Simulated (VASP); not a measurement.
The system is Al2P3.

```
Al P
1.0
     4.29134    0.00000    0.00000
    -2.14567    3.71641    0.00000
     0.00000    0.00000    6.78447
Al P
2 3
Cartesian
  0.0000 2.4776 1.5944
  2.1457 1.2388 5.1901
  0.0000 2.4776 4.2742
  2.1457 1.2388 2.5103
  0.0000 0.0000 0.0000
```

| Item | Value |
| --- | --- |
| Program | VASP 6.6.1 |
| Task | relaxation of cell and atoms |
| Functional | PBE |
| Potentials or basis | VASP PAW PBE potentials, release 64 (Al, P) |
| Cutoff | 600 eV |
| k mesh | 6 × 6 × 4 |
| Occupations | gaussian, width 0.1 eV |
| Spin | no spin polarisation |

At the start: pressure -11.1 GPa; volume 21.64 Å³/atom.

Problem. How do energy, volume and symmetry change on relaxing?

Solution. Over 23 steps the energy falls by 366.7 meV/atom and the volume is 16.35 Å³/atom (-24.5 %); space group P-3m1 (No. 164, to 0.05 Å).

The path:
```csv
step,energy change (eV),largest force (eV/Å),pressure (GPa),volume (Å³)
1,0.0000,0.4101,-11.11,108.20
2,-0.8771,0.8830,1.86,86.34
3,-0.8827,0.8001,0.57,87.65
4,-1.0009,0.6491,0.76,86.87
5,-1.2267,0.5234,3.78,84.26
6,-1.3189,0.4950,0.80,86.76
7,-1.3610,0.4759,-1.71,89.13
8,-1.3156,0.3233,-5.69,93.85
9,-1.3694,0.4473,-2.93,90.40
10,-1.4324,0.5083,-3.25,90.38
11,-1.4473,0.5132,-3.45,90.31
12,-1.5115,0.7130,-1.06,87.20
13,-1.5315,0.9053,1.45,84.44
14,-1.5933,0.8732,1.56,83.51
15,-1.7134,0.3826,2.83,80.76
16,-1.7776,0.2925,-0.75,83.25
17,-1.7815,0.2999,-1.77,84.10
18,-1.8184,0.2139,-1.60,83.46
19,-1.8249,0.0987,-1.39,82.98
20,-1.8253,0.1275,-1.45,83.09
21,-1.8312,0.0443,0.83,81.08
22,-1.8328,0.0614,0.08,81.71
23,-1.8333,0.0226,0.05,81.74
```

Final structure:
```xyz
5
Lattice="3.4849 0.0000 0.0000 -1.7424 3.0180 0.0000 0.0000 0.0000 7.7717" Properties=species:S:1:pos:R:3 pbc="T T T"
Al    0.0000    2.0120    1.4657
Al    1.7424    1.0060    6.3060
P     0.0000    2.0120    4.6745
P     1.7424    1.0060    3.0972
P     0.0000    0.0000    0.0000
```

Caveat: the volume moved by over 15 % at a fixed basis, so the end points are rough.
